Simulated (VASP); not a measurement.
# SnO (Pmmn) in VASP: notebook, part 2 of 2

VASP 6.6.1. Earlier steps stand in the parts before.

### Step 3. Single point, r2SCAN (strain +0.1312 x Voigt [1, -1, 0, 0, 0, 0])

Input file POSCAR:

```
SnO
1.0
    4.3008224000      0.0000000000      0.0000000000
    0.0000000000      3.3031776000      0.0000000000
    0.0000000000      0.0000000000      4.8360000000
Sn O
2 2
Direct
    0.0000000000      0.5000000000      0.2385000000
    0.5000000000      0.0000000000      0.7615000000
    0.0000000000      0.0000000000      0.0000000000
    0.5000000000      0.5000000000      0.0000000000
```

Input file INCAR.step1:

```
SYSTEM = SnO
PREC = Accurate ; ENCUT = 520
ISMEAR = 0 ; SIGMA = 0.03
LREAL = .False. ; LASPH = .True.
NELM = 80 ; NBANDS = 28
GGA = PE ; ALGO = Normal
EDIFF = 1E-4 ; LWAVE = .True.
LCHARG = .False.
```

Input file INCAR.step2:

```
SYSTEM = SnO
PREC = Accurate ; ENCUT = 520
EDIFF = 1E-6 ; ISMEAR = 0
SIGMA = 0.03 ; LREAL = .False.
LASPH = .True. ; NELM = 80
ALGO = Normal ; ISIF = 2
LWAVE = .False. ; LCHARG = .False.
METAGGA = R2SCAN ; LMIXTAU = .True.
NBANDS = 28 ; ISTART = 1
```

Input file KPOINTS:

```
regular mesh
0
Gamma
  10 10 8
  0 0 0
```

Potentials or basis: VASP PAW PBE potentials, release 64 (Sn_d, O).

Run with:

```bash
$ cat potpaw_PBE.64/Sn_d/POTCAR potpaw_PBE.64/O/POTCAR > POTCAR
$ cp INCAR.step1 INCAR
$ mpirun -np 1 vasp_std > vasp.out
$ cp INCAR.step2 INCAR
$ mpirun -np 1 vasp_std > vasp.out
```

Wall time 9.1 min (1 thread of Oxide Virtual Turin-like, shared host); peak memory 0.35 GiB.

Results (log left out):

```yaml
Free_energy: -66.2734 eV
Pressure: 9.5 GPa
Largest_force: 2.176 eV/Å
Band_gap_on_the_k_mesh: 0.18 eV (least direct gap 2.10 eV)
```

Forces on the atoms (eV/Å):
```
Sn   0.000  0.000  1.662
Sn   0.000  0.000 -1.662
O    0.000  0.000 -2.176
O    0.000  0.000  2.176
```

Stress tensor (GPa, compression positive):
```
-2.15  0.00  0.00
 0.00 21.61  0.00
 0.00  0.00  9.10
```

Levels at points of the mesh, in eV from the valence-band top:
```csv
k point,band 17,band 18,band 19,band 20,band 21,band 22,band 23,band 24
"(0.00, 0.00, 0.00)",-4.40,-4.29,-3.20,-0.23,2.87,2.88,3.96,4.84
"(0.50, 0.00, 0.00)",-5.36,-5.36,-3.37,-3.37,3.24,3.24,5.80,5.80
"(0.00, 0.50, 0.00)",-5.41,-5.41,-2.64,-2.64,3.45,3.45,4.70,4.70
"(0.50, 0.50, 0.00)",-3.57,-3.57,-1.93,-1.93,0.18,0.18,5.02,5.02
"(0.00, 0.00, 0.50)",-4.41,-3.19,-2.79,-2.49,0.80,2.84,3.50,6.15
"(0.50, 0.00, 0.50)",-5.33,-5.33,-2.17,-2.17,2.21,2.21,6.36,6.36
"(0.00, 0.50, 0.50)",-5.38,-5.38,-2.13,-2.13,3.31,3.31,4.29,4.29
"(0.50, 0.50, 0.50)",-3.59,-3.59,-2.67,-2.67,2.36,2.36,4.04,4.04
```

Caveat: the cell differs from its parent crystal (strain +0.1312 x Voigt [1, -1, 0, 0, 0, 0]); the stress differs along the axes, from -2 to 22 GPa; semilocal functionals underestimate gaps, and a narrow one can read as zero; the PAW data sets were made with another functional, which shifts forces and pressure a little; spin-orbit coupling is left out, which moves the levels of the heavy elements. A k mesh can miss the band edges.

### Step 4. Single point, r2SCAN (strain +0.1125 x Voigt [1, -1, 0, 0, 0, 0])

Changes to POSCAR since step 3:

```diff
@@ -2,4 +2,4 @@
 1.0
-    4.3008224000      0.0000000000      0.0000000000
-    0.0000000000      3.3031776000      0.0000000000
+    4.2297250000      0.0000000000      0.0000000000
+    0.0000000000      3.3742750000      0.0000000000
     0.0000000000      0.0000000000      4.8360000000
```

Input file INCAR.step1:

```
SYSTEM = SnO
PREC = Accurate
ENCUT = 520
ISMEAR = 0
SIGMA = 0.03
LREAL = .FALSE.
LASPH = .TRUE.
NELM = 80
NBANDS = 28
GGA = PE
ALGO = Normal
EDIFF = 1E-4
LWAVE = .TRUE.
LCHARG = .FALSE.
```

Input file INCAR.step2:

```
SYSTEM = SnO
PREC = Accurate
ENCUT = 520
EDIFF = 1E-6
ISMEAR = 0
SIGMA = 0.03
LREAL = .FALSE.
LASPH = .TRUE.
NELM = 80
ALGO = Normal
ISIF = 2
LWAVE = .FALSE.
LCHARG = .FALSE.
METAGGA = R2SCAN
LMIXTAU = .TRUE.
NBANDS = 28
ISTART = 1
```

Input file KPOINTS:

```
regular mesh
0
G
  10 10 8
  0 0 0
```

Potentials or basis: VASP PAW PBE potentials, release 64 (Sn_d, O).

Run with:

```bash
$ cat potpaw_PBE.64/Sn_d/POTCAR potpaw_PBE.64/O/POTCAR > POTCAR
$ cp INCAR.step1 INCAR
$ mpirun -np 1 vasp_std > vasp.out
$ cp INCAR.step2 INCAR
$ mpirun -np 1 vasp_std > vasp.out
```

OUTCAR:

```text
SYSTEM = SnO
   PREC = Accurate
   ENCUT = 520
   EDIFF = 1E-6
   ISMEAR = 0
   LREAL = .FALSE.
   LASPH = .TRUE.
   NELM = 80
   ISIF = 2
   METAGGA = R2SCAN
   ISTART = 1

 ion  position               nearest neighbor table
   1  0.000  0.500  0.239-   3 2.04   3 2.04   4 2.41   4 2.41   2 3.56   2 3.56   2 3.56   2 3.56
                             2 3.70   2 3.70   2 3.70   2 3.70
   2  0.500  0.000  0.761-   4 2.04   4 2.04   3 2.41   3 2.41   1 3.56   1 3.56   1 3.56   1 3.56
                             1 3.70   1 3.70   1 3.70   1 3.70
   3  0.000  0.000  0.000-   1 2.04   1 2.04   2 2.41   2 2.41
[... 952 lines left out ...]
  -------------------------------------------------------------------------------------
  Total       -0.9663533      7.1620711      2.8866404      0.0000000      0.0000000      0.0000000
  in kB      -22.4319798    166.2533141     67.0076465      0.0000000      0.0000000      0.0000000
  external PRESSURE =      70.2763269 kB  Pullay stress =       0.0000000 kB

 VOLUME and BASIS-vectors are now :
 -----------------------------------------------------------------------------
  energy-cutoff  :      520.00
  volume of cell :       69.02
      direct lattice vectors                 reciprocal lattice vectors
     4.229725000  0.000000000  0.000000000     0.236421990  0.000000000  0.000000000
     0.000000000  3.374275000  0.000000000     0.000000000  0.296359959  0.000000000
     0.000000000  0.000000000  4.836000000     0.000000000  0.000000000  0.206782465

 POSITION                                       TOTAL-FORCE (eV/Angst)
 -----------------------------------------------------------------------------------
      0.00000      1.68714      1.15339         0.000000      0.000000      1.196181
      2.11486      0.00000      3.68261         0.000000      0.000000     -1.196181
      0.00000      0.00000      0.00000         0.000000      0.000000     -1.760040
      2.11486      1.68714      0.00000         0.000000      0.000000      1.760040
 -----------------------------------------------------------------------------------
    total drift:                                0.000000     -0.000000      0.000000

  FREE ENERGIE OF THE ION-ELECTRON SYSTEM (eV)
  ---------------------------------------------------
  free  energy   TOTEN  =       -66.4638570431 eV

  energy  without entropy=      -66.4638569085  energy(sigma->0) =      -66.46385698
```

Wall time 15 min (1 thread of Oxide Virtual Turin-like, shared host); peak memory 0.35 GiB.

What came out:

```yaml
Free_energy: -66.4639 eV
Pressure: 7.0 GPa
Largest_force: 1.760 eV/Å
Band_gap_on_the_k_mesh: 0.15 eV (least direct gap 2.15 eV)
```

Forces on the atoms (eV/Å):
```
Sn   0.000  0.000  1.196
Sn   0.000  0.000 -1.196
O    0.000  0.000 -1.760
O    0.000  0.000  1.760
```

Caveat: the cell differs from its parent crystal (strain +0.1125 x Voigt [1, -1, 0, 0, 0, 0]); the stress differs along the axes, from -2 to 17 GPa; semilocal functionals underestimate gaps, and a narrow one can read as zero; the PAW data sets were made with another functional, which shifts forces and pressure a little; spin-orbit coupling is left out, which moves the levels of the heavy elements. A k mesh can miss the band edges.

### Step 5. Single point, r2SCAN (strain +0.0937 x Voigt [1, -1, 0, 0, 0, 0])

Changes to POSCAR since step 4:

```diff
@@ -2,4 +2,4 @@
 1.0
-    4.2297250000      0.0000000000      0.0000000000
-    0.0000000000      3.3742750000      0.0000000000
+    4.1582474000      0.0000000000      0.0000000000
+    0.0000000000      3.4457526000      0.0000000000
     0.0000000000      0.0000000000      4.8360000000
```

Input file INCAR.step1:

```
PREC     = Accurate       # precision mode
ENCUT    = 520            # plane-wave cutoff, eV
ISMEAR   = 0              # smearing method
SIGMA    = 0.03           # smearing width, eV
LREAL    = F              # projectors in reciprocal space
LASPH    = T              # aspherical terms in the spheres
NELM     = 100            # most SCF steps
NBANDS   = 28             # bands
GGA      = PE             # functional
ALGO     = Normal         # electronic algorithm
EDIFF    = 1E-4           # SCF threshold, eV
LWAVE    = T              # write WAVECAR
LCHARG   = F              # write CHGCAR
```

Input file INCAR.step2:

```
PREC     = Accurate       # precision mode
ENCUT    = 520            # plane-wave cutoff, eV
EDIFF    = 1E-6           # SCF threshold, eV
ISMEAR   = 0              # smearing method
SIGMA    = 0.03           # smearing width, eV
LREAL    = F              # projectors in reciprocal space
LASPH    = T              # aspherical terms in the spheres
NELM     = 100            # most SCF steps
ALGO     = Normal         # electronic algorithm
ISIF     = 2              # what is computed and relaxed
LWAVE    = F              # write WAVECAR
LCHARG   = F              # write CHGCAR
METAGGA  = R2SCAN         # meta-GGA
LMIXTAU  = T            
NBANDS   = 28             # bands
ISTART   = 1
```

Input file KPOINTS:

```
regular mesh
0
Gamma
  10 10 8
```

Run with:

```bash
$ cat potpaw_PBE.64/Sn_d/POTCAR potpaw_PBE.64/O/POTCAR > POTCAR
$ cp INCAR.step1 INCAR
$ mpirun -np 1 vasp_std > vasp.out
$ cp INCAR.step2 INCAR
$ mpirun -np 1 vasp_std > vasp.out
```

Run time: 17 min. Hardware: 1 thread of Oxide Virtual Turin-like, shared host; peak memory 0.36 GiB.

The run converged. Its results:

```
Free energy            : -66.6117 eV
Pressure               : 5.0 GPa
Largest force          : 1.393 eV/Å
Band gap on the k mesh : 0.16 eV (least direct gap 2.19 eV)
```

Forces on the atoms (eV/Å):
```
Sn   0.000  0.000  0.813
Sn   0.000  0.000 -0.813
O    0.000  0.000 -1.393
O    0.000  0.000  1.393
```

Stress tensor (GPa, compression positive):
```
-2.23  0.00  0.00
 0.00 12.48  0.00
 0.00  0.00  4.73
```

Levels at points of the mesh, in eV from the valence-band top:
```tsv
k point	band 16	band 17	band 18	band 19	band 20	band 21	band 22	band 23	band 24	band 25
(0.00, 0.00, 0.00)	-6.35	-4.18	-4.11	-3.21	-0.09	2.65	3.37	4.52	4.67	6.36
(0.50, 0.00, 0.00)	-5.62	-5.34	-5.34	-3.24	-3.24	3.30	3.30	5.87	5.87	7.72
(0.00, 0.50, 0.00)	-5.65	-5.35	-5.35	-2.78	-2.78	3.49	3.49	5.05	5.05	7.26
(0.50, 0.50, 0.00)	-5.77	-3.27	-3.27	-2.03	-2.03	0.16	0.16	4.88	4.88	7.32
(0.00, 0.00, 0.50)	-4.68	-4.19	-3.21	-2.69	-2.66	1.39	2.42	3.63	5.15	7.44
(0.50, 0.00, 0.50)	-5.80	-5.31	-5.31	-2.07	-2.07	2.35	2.35	6.50	6.50	7.23
(0.00, 0.50, 0.50)	-6.15	-5.31	-5.31	-2.13	-2.13	3.20	3.20	4.59	4.59	7.52
(0.50, 0.50, 0.50)	-6.18	-3.30	-3.30	-2.78	-2.78	2.38	2.38	4.19	4.19	6.26
```

Caveat: the cell differs from its parent crystal (strain +0.0937 x Voigt [1, -1, 0, 0, 0, 0]); the stress differs along the axes, from -2 to 12 GPa; semilocal functionals underestimate gaps, and a narrow one can read as zero; the PAW data sets were made with another functional, which shifts forces and pressure a little; spin-orbit coupling is left out, which moves the levels of the heavy elements. A k mesh can miss the band edges.

### Step 6. Summary

```tsv
cell	gap on the mesh (eV)	pressure (GPa)	largest force (eV/Å)
a = 3.232, b = 4.372, c = 4.836 Å, 4 atoms	0.23	12.5	2.66
a = 4.301, b = 3.303, c = 4.836 Å, 4 atoms	0.18	9.5	2.18
a = 4.230, b = 3.374, c = 4.836 Å, 4 atoms	0.15	7.0	1.76
a = 4.158, b = 3.446, c = 4.836 Å, 4 atoms	0.16	5.0	1.39
```

Alike in all rows: task single point; level r2SCAN; potentials or basis VASP PAW PBE potentials, release 64 (Sn_d, O); no spin polarisation; k mesh 10 × 10 × 8; cutoff (eV) 520; smearing gaussian 0.03 eV.

Caveats: semilocal functionals underestimate gaps, and a narrow one can read as zero; the PAW data sets were made with another functional, which shifts forces and pressure a little; spin-orbit coupling is left out, which moves the levels of the heavy elements; the stress differs along the axes, from -2 to 28 GPa (at least some runs); the stress differs along the axes, from -2 to 22 GPa (at least some runs); the stress differs along the axes, from -2 to 17 GPa (at least some runs); the stress differs along the axes, from -2 to 12 GPa (at least some runs).

Absolute energies hang on the potentials; compare differences alone.
